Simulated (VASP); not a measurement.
# AlV2C (P6_3/mmc) in VASP: electric field gradients with PBE

Aim: the electric field gradients of AlV2C with PBE.

Everything below comes from runs of VASP 6.6.1. Logs are shortened: lines on timing, memory, paths and dates and some standing lists are left out, and cuts for length are marked.

**1. The cell of the first run**

Symmetry: P6_3/mmc, No. 194, hexagonal system. The conventional cell has a = 2.888 Å, b = 2.888 Å, c = 13.105 Å, α = 90.00°, β = 90.00°, γ = 120.00°. Al (site symmetry -6m2) has 6 V at 2.72 Å and 6 Al at 2.89 Å and 6 C at 3.68 Å within 3.7 Å. V (site symmetry 3m) has 3 C at 2.02 Å and 3 Al at 2.72 Å and 9 V at 2.81 to 2.89 Å within 2.9 Å. C (site symmetry -3m) has 6 V at 2.02 Å within 2.7 Å.

**2. Electric field gradients, PBE, collinear spin, ferromagnetic start**

INCAR

```
ALGO = Normal ; EDIFF = 1E-8
ENCUT = 520 ; GGA = PE
ISIF = 2 ; ISMEAR = -1
ISPIN = 2 ; LASPH = True
LCHARG = False ; LEFG = True
LMAXMIX = 4 ; LORBIT = 11
LREAL = False ; LWAVE = False
MAGMOM = 0 0 1.5 1.5 1.5 1.5 0 0 ; NBANDS = 47
NELM = 150 ; PREC = Accurate
SIGMA = 0.05
```

KPOINTS

```
k-points
0
Gamma
  12 12 3
```

POSCAR

```
AlV2C
1.0
    2.8875990726      0.0000000000      0.0000000000
   -1.4437995363      2.5007341528      0.0000000000
    0.0000000000      0.0000000000     13.1048231100
Al V C
2 4 2
Direct
    0.3333333333      0.6666666667      0.2500000000
    0.6666666667      0.3333333333      0.7500000000
    0.3333333333      0.6666666667      0.5863842200
    0.6666666667      0.3333333333      0.4136157800
    0.6666666667      0.3333333333      0.0863842200
    0.3333333333      0.6666666667      0.9136157800
    0.0000000000      0.0000000000      0.0000000000
    0.0000000000      0.0000000000      0.5000000000
```

Potentials or basis: VASP PAW PBE potentials, release 64 (Al, V_sv, C).

On the command line:

```
cat potpaw_PBE.64/Al/POTCAR potpaw_PBE.64/V_sv/POTCAR potpaw_PBE.64/C/POTCAR > POTCAR
mpirun -np 1 vasp_std > vasp.out
```

OUTCAR:

```text
EDIFF = 1E-8
   ENCUT = 520
   GGA = PE
   ISIF = 2
   ISMEAR = -1
   ISPIN = 2
   LASPH = True
   LORBIT = 11
   LREAL = False
   NELM = 150
   PREC = Accurate

 ion  position               nearest neighbor table
   1  0.333  0.667  0.250-   4 2.72   5 2.72   4 2.72   5 2.72   4 2.72   5 2.72
   2  0.667  0.333  0.750-   3 2.72   6 2.72   3 2.72   6 2.72   3 2.72   6 2.72
   3  0.333  0.667  0.586-   8 2.02   8 2.02   8 2.02   2 2.72   2 2.72   2 2.72   4 2.81   4 2.81
                             4 2.81
   4  0.667  0.333  0.414-   8 2.02   8 2.02   8 2.02   1 2.72   1 2.72   1 2.72   3 2.81   3 2.81
                             3 2.81
   5  0.667  0.333  0.086-   7 2.02   7 2.02   7 2.02   1 2.72   1 2.72   1 2.72   6 2.81   6 2.81
                             6 2.81
   6  0.333  0.667  0.914-   7 2.02   7 2.02   7 2.02   2 2.72   2 2.72   2 2.72   5 2.81   5 2.81
                             5 2.81
   7  0.000  0.000  0.000-   5 2.02   6 2.02   6 2.02   5 2.02   5 2.02   6 2.02
   8  0.000  0.000  0.500-   3 2.02   4 2.02   3 2.02   4 2.02   4 2.02   3 2.02

  LATTYP: Found a hexagonal cell.
 ALAT       =     2.8875990726
 C/A-ratio  =     4.5383111646

  Lattice vectors:

 A1 = (   2.8875990726,   0.0000000000,   0.0000000000)
 A2 = (  -1.4437995363,   2.5007341528,   0.0000000000)
 A3 = (   0.0000000000,   0.0000000000,  13.1048231100)

Analysis of symmetry for initial positions (statically):
=====================================================================
 Subroutine PRICEL returns:
 Original cell was already a primitive cell.

 Routine SETGRP: Setting up the symmetry group for a
 hexagonal supercell.

 Subroutine GETGRP returns: Found 24 space group operations
 (whereof 12 operations were pure point group operations)
 out of a pool of 24 trial point group operations.

The static configuration has the point symmetry D_3d.
 The point group associated with its full space group is D_6h.

Analysis of symmetry for dynamics (positions and initial velocities):
=====================================================================
 Subroutine PRICEL returns:
 Original cell was already a primitive cell.

 Routine SETGRP: Setting up the symmetry group for a
 hexagonal supercell.

 Subroutine GETGRP returns: Found 24 space group operations
 (whereof 12 operations were pure point group operations)
 out of a pool of 24 trial point group operations.

The dynamic configuration has the point symmetry D_3d.
 The point group associated with its full space group is D_6h.

Analysis of structural, dynamic, and magnetic symmetry:
=====================================================================
 Subroutine PRICEL returns:
 Original cell was already a primitive cell.

 Routine SETGRP: Setting up the symmetry group for a
 hexagonal supercell.

 Subroutine GETGRP returns: Found 24 space group operations
 (whereof 12 operations were pure point group operations)
 out of a pool of 24 trial point group operations.

The overall configuration has the point symmetry D_3d.
 The point group associated with its full space group is D_6h.

 Subroutine INISYM returns: Found 24 space group operations
 (whereof 12 operations are pure point group operations),
 and found     1 'primitive' translations

----------------------------------------------------------------------------------------

                                     Primitive cell

  volume of cell :      94.6315

  direct lattice vectors                    reciprocal lattice vectors
     2.887599073  0.000000000  0.000000000     0.346308464  0.199941285  0.000000000
    -1.443799536  2.500734153  0.000000000     0.000000000  0.399882570  0.000000000
     0.000000000  0.000000000 13.104823110     0.000000000  0.000000000  0.076307783

  length of vectors
     2.887599073  2.887599073 13.104823110     0.399882570  0.399882570  0.076307783

  position of ions in fractional coordinates (direct lattice)
     0.333333333  0.666666667  0.250000000
[... 135 lines left out ...]
  ---------------------------------------------------
  free energy    TOTEN  =       -66.11448033 eV

  energy without entropy =      -66.07414464  energy(sigma->0) =      -66.09431248

 E-fermi :   9.6223     XC(G=0): -12.2269

 val. band max:        9.6066560535   @ k =   0.0833   0.0833   0.3333
 cond. band min:       9.6253232788   @ k =   0.3333   0.1667   0.0000
 fundamental gap:      0.0186672253
 Fermi energy:         9.6222611732

 spin component 1

 k-point     1 :       0.0000    0.0000    0.0000
  band No.  band energies     occupation
      1     -54.7661      1.00000
      2     -54.7660      1.00000
      3     -54.7093      1.00000
      4     -54.7092      1.00000
      5     -28.8111      1.00000
      6     -28.8087      1.00000
[... 1141 lines left out ...]
     44      13.1677      0.00000
     45      13.2815      0.00000

 [... further k-points ...]

 spin component 2

 k-point     1 :       0.0000    0.0000    0.0000
  band No.  band energies     occupation
      1     -54.7661      1.00000
      2     -54.7660      1.00000
      3     -54.7093      1.00000
      4     -54.7092      1.00000
      5     -28.8111      1.00000
      6     -28.8087      1.00000
[... 1141 lines left out ...]
     44      13.1678      0.00000
     45      13.2815      0.00000

 [... further k-points ...]

 [bands above 45 left out]

------------------------ aborting loop because EDIFF is reached ----------------------------------------

  FORCE on cell =-STRESS in cart. coord.  units (eV):
  Direction    XX          YY          ZZ          XY          YZ          ZX
  --------------------------------------------------------------------------------------
  -------------------------------------------------------------------------------------
  Total        1.5192764      1.5192764      0.9839949      0.0000000      0.0000000      0.0000000
  in kB       25.7224180     25.7224180     16.6597263      0.0000000      0.0000000      0.0000000
  external PRESSURE =      22.7015207 kB  Pullay stress =       0.0000000 kB

 VOLUME and BASIS-vectors are now :
 -----------------------------------------------------------------------------
  energy-cutoff  :      520.00
  volume of cell :       94.63
      direct lattice vectors                 reciprocal lattice vectors
     2.887599073  0.000000000  0.000000000     0.346308464  0.199941285  0.000000000
    -1.443799536  2.500734153  0.000000000     0.000000000  0.399882570  0.000000000
     0.000000000  0.000000000 13.104823110     0.000000000  0.000000000  0.076307783

 POSITION                                       TOTAL-FORCE (eV/Angst)
 -----------------------------------------------------------------------------------
     -0.00000      1.66716      3.27621        -0.000000     -0.000000      0.000000
      1.44380      0.83358      9.82862         0.000000      0.000000     -0.000000
     -0.00000      1.66716      7.68446        -0.000000     -0.000000     -0.129529
      1.44380      0.83358      5.42036         0.000000      0.000000      0.129529
      1.44380      0.83358      1.13205         0.000000      0.000000     -0.129529
     -0.00000      1.66716     11.97277        -0.000000     -0.000000      0.129529
      0.00000      0.00000      0.00000         0.000000     -0.000000      0.000000
      0.00000      0.00000      6.55241         0.000000     -0.000000      0.000000
 -----------------------------------------------------------------------------------
    total drift:                               -0.000000      0.000000     -0.000000

  FREE ENERGIE OF THE ION-ELECTRON SYSTEM (eV)
  ---------------------------------------------------
  free  energy   TOTEN  =       -66.1144803324 eV

  energy  without entropy=      -66.0741446374  energy(sigma->0) =      -66.09431248

 Electric field gradients (V/A^2)
---------------------------------------------------------------------
 ion       V_xx      V_yy      V_zz      V_xy      V_xz      V_yz
---------------------------------------------------------------------
   1      17.768    17.768   -35.537     0.000     0.000    -0.000
   2      17.768    17.768   -35.537     0.000    -0.000     0.000
   3      -8.843    -8.845    17.689    -0.002    -0.000     0.000
   4      -8.843    -8.845    17.689    -0.002    -0.000     0.000
   5      -8.843    -8.845    17.689    -0.002     0.000    -0.000
   6      -8.843    -8.845    17.689    -0.002     0.000    -0.000
   7      -0.520    -0.520     1.040     0.000     0.000    -0.000
   8      -0.520    -0.520     1.040     0.000    -0.000     0.000
---------------------------------------------------------------------

 Electric field gradients after diagonalization (V/A^2)
 (convention: |V_zz| > |V_xx| > |V_yy|)
----------------------------------------------------------------------
 ion       V_xx      V_yy      V_zz     asymmetry (V_yy - V_xx)/ V_zz
----------------------------------------------------------------------
   1      17.768    17.768   -35.537       0.000
   2      17.768    17.768   -35.537       0.000
   3      -8.846    -8.842    17.689       0.000
   4      -8.846    -8.842    17.689       0.000
   5      -8.846    -8.842    17.689       0.000
   6      -8.846    -8.842    17.689       0.000
   7      -0.520    -0.520     1.040       0.001
   8      -0.520    -0.520     1.040       0.001
----------------------------------------------------------------------

           NMR quadrupolar parameters

 Cq : quadrupolar parameter    Cq=e*Q*V_zz/h
 eta: asymmetry parameters     (V_yy - V_xx)/ V_zz
 Q  : nuclear electric quadrupole moment in mb (millibarn)
----------------------------------------------------------------------
 ion       Cq(MHz)       eta       Q (mb)
----------------------------------------------------------------------
   1      -0.086       0.000       1.000
   2      -0.086       0.000       1.000
   3       0.043       0.000       1.000
   4       0.043       0.000       1.000
   5       0.043       0.000       1.000
   6       0.043       0.000       1.000
   7       0.003       0.001       1.000
   8       0.003       0.001       1.000
----------------------------------------------------------------------

 total charge

# of ion       s       p       d       tot
------------------------------------------
    1        0.422   0.397   0.000   0.819
    2        0.422   0.397   0.000   0.819
    3        2.272   6.287   3.159  11.718
    4        2.272   6.287   3.159  11.718
    5        2.272   6.287   3.159  11.718
    6        2.272   6.287   3.159  11.718
    7        0.906   1.574   0.000   2.480
    8        0.906   1.574   0.000   2.480
--------------------------------------------------
tot         11.746  29.089  12.636  53.471

 magnetization (x)

# of ion       s       p       d       tot
------------------------------------------
    1       -0.000  -0.000   0.000  -0.000
    2       -0.000  -0.000   0.000  -0.000
    3        0.000   0.000   0.000   0.000
    4        0.000   0.000   0.000   0.000
    5        0.000   0.000   0.000   0.000
    6        0.000   0.000   0.000   0.000
    7       -0.000  -0.000   0.000  -0.000
    8       -0.000  -0.000   0.000  -0.000
--------------------------------------------------
tot         -0.000  -0.000   0.000   0.000
```

It took 11 min on 1 thread of Oxide Virtual Turin-like, shared host; peak memory 0.39 GiB.

What came out:

```
Free energy                                           : -66.1145 eV
Pressure                                              : 2.3 GPa
Largest force                                         : 0.130 eV/Å
Band gap on the k mesh                                : zero (filled and empty bands overlap)
Net moment                                            : 0.00 μB per cell
Largest electric field gradient by atom               : Al -35.5; V +17.7; C +1.0 V/Å²
Valence electrons inside the program's atomic spheres : Al 0.82; V 11.72; C 2.48
```

Forces on the atoms (eV/Å):
```
Al   0.000  0.000  0.000
Al   0.000  0.000  0.000
V    0.000  0.000 -0.130
V    0.000  0.000  0.130
V    0.000  0.000 -0.130
V    0.000  0.000  0.130
C    0.000  0.000  0.000
C    0.000  0.000  0.000
```

Stress tensor (GPa, compression positive):
```
2.57 0.00 0.00
0.00 2.57 0.00
0.00 0.00 1.67
```

Levels at points of the mesh, in eV from the Fermi level:
Spin up:
```csv
k point,band 29,band 30,band 31,band 32,band 33,band 34,band 35,band 36,band 37,band 38
"(0.00, 0.00, 0.00)",-1.00,-0.66,-0.25,-0.25,-0.23,-0.23,0.59,0.59,0.62,0.62
"(0.50, 0.00, 0.00)",-2.49,-2.42,-1.52,-1.49,0.72,1.03,1.11,1.18,1.77,1.80
```
Spin down:
```csv
k point,band 30,band 31,band 32,band 33,band 34,band 35,band 36,band 37
"(0.00, 0.00, 0.00)",-0.66,-0.25,-0.25,-0.23,-0.23,0.59,0.59,0.62
"(0.50, 0.00, 0.00)",-2.42,-1.52,-1.49,0.72,1.03,1.11,1.18,1.77
```

Electric field gradients, principal values (V/Å²):
```
atom   least  middle  greatest (by size)
1 Al  17.768  17.768             -35.537
2 Al  17.768  17.768             -35.537
 3 V  -8.842  -8.846              17.689
 4 V  -8.842  -8.846              17.689
 5 V  -8.842  -8.846              17.689
 6 V  -8.842  -8.846              17.689
 7 C  -0.520  -0.520               1.040
 8 C  -0.520  -0.520               1.040
```

Caveat: without QUAD_EFG the Cq values of the log hold for a quadrupole moment of 1 mb, not for the nuclei.
